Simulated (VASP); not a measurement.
# CdO (Fm-3m) in VASP: a series of runs

CdO is run at these levels: LDA, PBE; tasks: single point.

All numbers are computed with VASP 6.6.1; they aren't measurements. Logs are shortened: lines on timing, memory, paths and dates and some standing lists are left out, and cuts for length are marked.

## Step 1: The cell of the first run

It takes space group Fm-3m (No. 225, cubic). Conventional cell: a = 4.722 Å, b = 4.722 Å, c = 4.722 Å, α = 90.00°, β = 90.00°, γ = 90.00°. Cd (site symmetry m-3m) has 6 O at 2.36 Å within 3.1 Å. Within 3.1 Å of O (site symmetry m-3m) lie 6 Cd at 2.36 Å.

## Step 2: Single point, LDA

INCAR reads:

```
SYSTEM = CdO
PREC = Accurate
ENCUT = 700
EDIFF = 1E-6
ISMEAR = 0
SIGMA = 0.1
LREAL = .False.
LASPH = .True.
NELM = 120
ALGO = Normal
ISIF = 2
LWAVE = .False.
LCHARG = .True.
LELF = .True.
LVHAR = .True.
NBANDS = 20
GGA_COMPAT = .False.
```

KPOINTS reads:

```
Automatic mesh
0
Gamma
  6 6 6
  0 0 0
```

POSCAR reads:

```
CdO
1.0
    0.0000000000      2.3609927699      2.3609927699
    2.3609927699      0.0000000000      2.3609927699
    2.3609927699      2.3609927699      0.0000000000
Cd O
1 1
Direct
    0.0000000000      0.0000000000      0.0000000000
    0.5000000000      0.5000000000      0.5000000000
```

Potentials or basis: VASP PAW LDA potentials, release 64 (Cd_sv_GW, O).

Run with:

```sh
cat potpaw_LDA.64/Cd_sv_GW/POTCAR potpaw_LDA.64/O/POTCAR > POTCAR
mpirun -np 1 vasp_std > vasp.out
```

OUTCAR:

```text
SYSTEM = CdO
   PREC = Accurate
   ENCUT = 700
   EDIFF = 1E-6
   ISMEAR = 0
   LREAL = .False.
   LASPH = .True.
   NELM = 120
   ISIF = 2

 ion  position               nearest neighbor table
   1  0.000  0.000  0.000-
   2  0.500  0.500  0.500-

  LATTYP: Found a face centered cubic cell.
 ALAT       =     4.7219855398

  Lattice vectors:

 A1 = (   0.0000000000,   2.3609927699,   2.3609927699)
 A2 = (   2.3609927699,   0.0000000000,   2.3609927699)
 A3 = (   2.3609927699,   2.3609927699,   0.0000000000)

Analysis of symmetry for initial positions (statically):
=====================================================================
 Subroutine PRICEL returns:
 Original cell was already a primitive cell.

 Routine SETGRP: Setting up the symmetry group for a
 face centered cubic supercell.

 Subroutine GETGRP returns: Found 48 space group operations
 (whereof 48 operations were pure point group operations)
 out of a pool of 48 trial point group operations.

The static configuration has the point symmetry O_h .

Analysis of symmetry for dynamics (positions and initial velocities):
=====================================================================
 Subroutine PRICEL returns:
 Original cell was already a primitive cell.

 Routine SETGRP: Setting up the symmetry group for a
 face centered cubic supercell.

 Subroutine GETGRP returns: Found 48 space group operations
 (whereof 48 operations were pure point group operations)
 out of a pool of 48 trial point group operations.

The dynamic configuration has the point symmetry O_h .

 Subroutine INISYM returns: Found 48 space group operations
 (whereof 48 operations are pure point group operations),
 and found     1 'primitive' translations

----------------------------------------------------------------------------------------

                                     Primitive cell

  volume of cell :      26.3217

  direct lattice vectors                    reciprocal lattice vectors
     0.000000000  2.360992770  2.360992770    -0.211775320  0.211775320  0.211775320
     2.360992770  0.000000000  2.360992770     0.211775320 -0.211775320  0.211775320
     2.360992770  2.360992770  0.000000000     0.211775320  0.211775320 -0.211775320

  length of vectors
     3.338947996  3.338947996  3.338947996     0.366805614  0.366805614  0.366805614

  position of ions in fractional coordinates (direct lattice)
     0.000000000  0.000000000  0.000000000
     0.500000000  0.500000000  0.500000000

  ion indices of the primitive-cell ions
   primitive index   ion index
                 1           1
                 2           2

----------------------------------------------------------------------------------------

 KPOINTS: Automatic mesh

Automatic generation of k-mesh.
 Grid dimensions read from file:
 generate k-points for:    6    6    6

 Generating k-lattice:

  Cartesian coordinates                     Fractional coordinates (reciprocal lattice)
    -0.035295887  0.035295887  0.035295887     0.166666667  0.000000000  0.000000000
     0.035295887 -0.035295887  0.035295887     0.000000000  0.166666667  0.000000000
     0.035295887  0.035295887 -0.035295887     0.000000000  0.000000000  0.166666667

  Length of vectors
     0.061134269  0.061134269  0.061134269

  Shift w.r.t. Gamma in fractional coordinates (k-lattice)
     0.000000000  0.000000000  0.000000000

 Subroutine IBZKPT returns following result:
 ===========================================

 Found     16 irreducible k-points:

 Following reciprocal coordinates:
            Coordinates               Weight
  0.000000  0.000000  0.000000      1.000000
  0.166667  0.000000  0.000000      8.000000
  0.333333  0.000000  0.000000      8.000000
  0.500000  0.000000  0.000000      4.000000
  0.166667  0.166667  0.000000      6.000000
  0.333333  0.166667  0.000000     24.000000
[... 8 lines left out ...]
 -0.333333  0.333333  0.166667     24.000000
 -0.333333  0.500000  0.166667     12.000000
   k-points           NKPTS =     16   k-points in BZ     NKDIM =     16   number of bands    NBANDS=     20
   number of dos      NEDOS =    301   number of ions     NIONS =      2
   total plane-waves  NPLWV =  27000
   dimension x,y,z NGX =    30 NGY =   30 NGZ =   30
   dimension x,y,z NGXF=    60 NGYF=   60 NGZF=   60
   ions per type =               1   1
   NGX,Y,Z   is equivalent  to a cutoff of  14.94, 14.94, 14.94 a.u.
   NGXF,Y,Z  is equivalent  to a cutoff of  29.87, 29.87, 29.87 a.u.
 SYSTEM =  CdO
   PREC   = accura    normal or accurate (medium, high low for compatibility)
   ISTART =      0    job   : 0-new  1-cont  2-samecut
   ICHARG =      2    charge: 1-file 2-atom 10-const
   ISPIN  =      1    spin polarized calculation?
   LNONCOLLINEAR =      F non collinear calculations
   LSORBIT =      F    spin-orbit coupling
   LASPH  =      T    aspherical Exc in radial PAW
   ENCUT  =  700.0 eV  51.45 Ry    7.17 a.u.   7.20  7.20  7.20*2*pi/ulx,y,z
   NELM   =    120;   NELMIN=  2; NELMDL= -5     # of ELM steps
   EDIFF  = 0.1E-05   stopping-criterion for ELM
   LREAL  =      F    real-space projection
   EDIFFG = 0.1E-04   stopping-criterion for IOM
   NSW    =      0    number of steps for IOM
   IBRION =     -1    ionic relax: 0-MD 1-quasi-New 2-CG
   NFREE  =      0    steps in history (QN), initial steepest desc. (CG)
   ISIF   =      2    stress and relaxation
   ISYM   =      2    0-nonsym 1-usesym 2-fastsym
   POTIM  = 0.5000    time-step for ionic-motion
   TEBEG  =    0.0;   TEEND  =   0.0 temperature during run
   PSTRESS=    0.0 pullay stress
   NELECT =      26.0000    total number of electrons
   NUPDOWN=      -1.0000    fix difference up-down
   EMIN   =  10.00;   EMAX   =-10.00  energy-range for DOS
   EFERMI =   0.00;   METHOD = LEGACY
   ISMEAR =     0;   SIGMA  =   0.10  broadening in eV -4-tet -1-fermi 0-gaus
   EFERMI_NEDOS =   21; number of points for ismear=-14 and -15
   IALGO  =     38    algorithm
   IMIX   =      4    mixing-type and parameters
     AMIX     =   0.40;   BMIX     =  1.00
     AMIX_MAG =   1.60;   BMIX_MAG =  1.00
  volume/ion in A,a.u.               =      13.16        88.81
  Fermi-wavevector in a.u.,A,eV,Ry     =   1.630402  3.081013 36.167140  2.658210
  Thomas-Fermi vector in A             =   2.722709
   LORBIT       =      0    0 simple, 1 ext, 2 COOP (PROOUT), +10 PAW based schemes
   GGA     = CA    functional components
   LHFCALC =     F    Hartree Fock is set to
   AEXX    =    0.0000 exact exchange contribution
   IVDW    =     0    specifies the selected vdW correction
   LEPSILON=     F    determine dielectric tensor
   LRPA    =     F    only Hartree local field effects (RPA)
 non-spin polarized calculation
 Gauss-broadening in eV      SIGMA  =   0.10
  energy-cutoff  :      700.00
  volume of cell :       26.32
 maximum number of plane-waves:      1125
 NGX is ok and might be reduce to    30
   NGX = 15   NGY = 15   NGZ = 15

 number of electron      25.9999992 magnetization

 Free energy of the ion-electron system (eV)
  ---------------------------------------------------
  ext. energy  EPLUGINS =         0.00000000
  ---------------------------------------------------
  free energy    TOTEN  =        -9.38988453 eV

  energy without entropy =       -9.38862875  energy(sigma->0) =       -9.38925664

 E-fermi :   4.5471     XC(G=0): -12.3643

 val. band max:        4.4578328468   @ k =   0.5000   0.0000   0.0000
 cond. band min:       5.8808141874   @ k =   0.1667   0.0000   0.0000
 fundamental gap:      1.4229813406
 Fermi energy:         4.5470979478

 k-point     1 :       0.0000    0.0000    0.0000
  band No.  band energies     occupation
      1     -95.3056      2.00000
      2     -56.7059      2.00000
      3     -56.7059      2.00000
      4     -56.7059      2.00000
      5     -12.5471      2.00000
      6      -2.1827      2.00000
[... 12 lines left out ...]
     19      22.1599      0.00000
     20      22.1599      0.00000

 k-point     2 :       0.1667    0.0000    0.0000
  band No.  band energies     occupation
      1     -95.3054      2.00000
      2     -56.7100      2.00000
      3     -56.7066      2.00000
      4     -56.7066      2.00000
      5     -12.3587      2.00000
      6      -2.3100      2.00000
[... 12 lines left out ...]
     19      22.9475      0.00000
     20      22.9475      0.00000

 k-point     3 :       0.3333    0.0000    0.0000
  band No.  band energies     occupation
      1     -95.3049      2.00000
      2     -56.7180      2.00000
      3     -56.7078      2.00000
      4     -56.7078      2.00000
      5     -11.9501      2.00000
      6      -2.7949      2.00000
[... 12 lines left out ...]
     19      24.4457      0.00000
     20      24.4457      0.00000

 k-point     4 :       0.5000    0.0000    0.0000
  band No.  band energies     occupation
      1     -95.3046      2.00000
      2     -56.7220      2.00000
      3     -56.7084      2.00000
      4     -56.7084      2.00000
      5     -11.7260      2.00000
      6      -3.1450      2.00000
[... 12 lines left out ...]
     19      24.7966      0.00000
     20      26.1052      0.00000

 k-point     5 :       0.1667    0.1667    0.0000
  band No.  band energies     occupation
      1     -95.3053      2.00000
      2     -56.7097      2.00000
      3     -56.7075      2.00000
      4     -56.7075      2.00000
      5     -12.3164      2.00000
      6      -2.3671      2.00000
[... 12 lines left out ...]
     19      24.3511      0.00000
     20      26.1633      0.00000
[... 169 lines left out ...]
      6      -2.6400      2.00000
[... 12 lines left out ...]
     19      27.2169      0.00000
     20      28.4809      0.00000

 k-point    14 :       0.5000    0.3333    0.1667
  band No.  band energies     occupation
      1     -95.3046      2.00000
      2     -56.7179      2.00000
      3     -56.7128      2.00000
      4     -56.7099      2.00000
      5     -11.8511      2.00000
      6      -2.5415      2.00000
[... 12 lines left out ...]
     19      24.9568      0.00000
     20      27.4357      0.00000

 k-point    15 :      -0.3333    0.3333    0.1667
  band No.  band energies     occupation
      1     -95.3044      2.00000
      2     -56.7186      2.00000
      3     -56.7146      2.00000
      4     -56.7108      2.00000
      5     -11.7623      2.00000
      6      -2.6166      2.00000
[... 12 lines left out ...]
     19      23.0641      0.00000
     20      28.2343      0.00000

 k-point    16 :      -0.3333    0.5000    0.1667
  band No.  band energies     occupation
      1     -95.3043      2.00000
      2     -56.7189      2.00000
      3     -56.7145      2.00000
      4     -56.7124      2.00000
      5     -11.8014      2.00000
      6      -2.5057      2.00000
[... 12 lines left out ...]
     19      24.8988      0.00000
     20      28.3334      0.00000

------------------------ aborting loop because EDIFF is reached ----------------------------------------

  FORCE on cell =-STRESS in cart. coord.  units (eV):
  Direction    XX          YY          ZZ          XY          YZ          ZX
  --------------------------------------------------------------------------------------
  -------------------------------------------------------------------------------------
  Total       -1.2883567     -1.2883567     -1.2883567      0.0000000     -0.0000000      0.0000000
  in kB      -78.4210626    -78.4210626    -78.4210626      0.0000000     -0.0000000      0.0000000
  external PRESSURE =     -78.4210626 kB  Pullay stress =       0.0000000 kB

 VOLUME and BASIS-vectors are now :
 -----------------------------------------------------------------------------
  energy-cutoff  :      700.00
  volume of cell :       26.32
      direct lattice vectors                 reciprocal lattice vectors
     0.000000000  2.360992770  2.360992770    -0.211775320  0.211775320  0.211775320
     2.360992770  0.000000000  2.360992770     0.211775320 -0.211775320  0.211775320
     2.360992770  2.360992770  0.000000000     0.211775320  0.211775320 -0.211775320

 POSITION                                       TOTAL-FORCE (eV/Angst)
 -----------------------------------------------------------------------------------
      0.00000      0.00000      0.00000        -0.000000     -0.000000     -0.000000
      2.36099      2.36099      2.36099         0.000000      0.000000      0.000000
 -----------------------------------------------------------------------------------
    total drift:                                0.000000      0.000000      0.000000

  FREE ENERGIE OF THE ION-ELECTRON SYSTEM (eV)
  ---------------------------------------------------
  free  energy   TOTEN  =        -9.3898845317 eV

  energy  without entropy=       -9.3886287483  energy(sigma->0) =       -9.38925664
```

Wall time 15 s (1 thread of Intel Xeon Platinum 8259CL at 2.50GHz (Skylake/Cascade Lake), shared host); peak memory 0.16 GiB.

Results:

| Quantity | Value |
| --- | --- |
| Free energy | -9.3899 eV |
| Pressure | -7.8 GPa |
| Band gap on the k mesh | zero (bands 13 and 14 overlap by 0.52 eV) |

Levels at points of the mesh, in eV from the Fermi level:
| k point | band 9 | band 10 | band 11 | band 12 | band 13 | band 14 | band 15 | band 16 | band 17 | band 18 |
| --- | --- | --- | --- | --- | --- | --- | --- | --- | --- | --- |
| (0.00, 0.00, 0.00) | -6.44 | -6.44 | -1.44 | -1.44 | -1.44 | -0.61 | 14.24 | 16.69 | 16.69 | 16.69 |
| (0.50, 0.00, 0.00) | -6.18 | -6.18 | -3.90 | -0.09 | -0.09 | 4.18 | 6.98 | 11.47 | 11.47 | 17.37 |
| (0.50, 0.50, 0.00) | -6.04 | -5.73 | -4.40 | -2.40 | -2.40 | 3.53 | 8.21 | 10.97 | 12.86 | 12.86 |

Caveat: the k points lie up to 0.38 Å⁻¹ apart, too coarse for converged energies and pressures of a metal; semilocal functionals underestimate gaps, and a narrow one can read as zero.

## Step 3: Single point, PBE

INCAR reads:

```
SYSTEM = CdO
PREC = Accurate
ENCUT = 700
EDIFF = 1E-6
ISMEAR = 0
SIGMA = 0.1
LREAL = .FALSE.
LASPH = .TRUE.
NELM = 120
ALGO = Normal
ISIF = 2
LWAVE = .FALSE.
LCHARG = .FALSE.
GGA = PE
NBANDS = 20
GGA_COMPAT = .FALSE.
```

KPOINTS reads:

```
Automatic mesh
0
G
  6 6 6
  0 0 0
```

POSCAR reads:

```
CdO
1.0
    0.0000000000      2.3609927699      2.3609927699
    2.3609927699      0.0000000000      2.3609927699
    2.3609927699      2.3609927699      0.0000000000
Cd O
1 1
Direct
    0.2100000000      0.7440000000      0.0270000000
    0.7100000000      1.2440000000      0.5270000000
```

Potentials or basis: VASP PAW PBE potentials, release 64 (Cd_sv_GW, O).

Run with:

```sh
cat potpaw_PBE.64/Cd_sv_GW/POTCAR potpaw_PBE.64/O/POTCAR > POTCAR
mpirun -np 1 vasp_std > vasp.out
```

Wall time 26 s (1 thread of Intel Xeon Platinum 8375C at 2.90GHz (Ice Lake), shared host); peak memory 0.18 GiB.

The run converged. Its results:

| Property | Result |
| --- | --- |
| Free energy | -7.8253 eV |
| Pressure | 3.7 GPa |
| Band gap on the k mesh | zero (bands 13 and 14 overlap by 0.44 eV) |

Levels at points of the mesh, in eV from the Fermi level:
```tsv
k point	band 11	band 12	band 13	band 14	band 15	band 16
(0.00, 0.00, 0.00)	-1.39	-1.39	-1.39	-0.53	14.43	16.85
(0.50, 0.00, 0.00)	-3.86	-0.09	-0.09	4.35	7.13	11.73
(0.50, 0.50, 0.00)	-4.30	-2.33	-2.33	3.76	8.37	11.09
```

Caveat: the k points lie up to 0.38 Å⁻¹ apart; semilocal functionals underestimate gaps, and a narrow one can read as zero.

The gap in the log of VASP goes by the Fermi energy; the results here count the filled bands.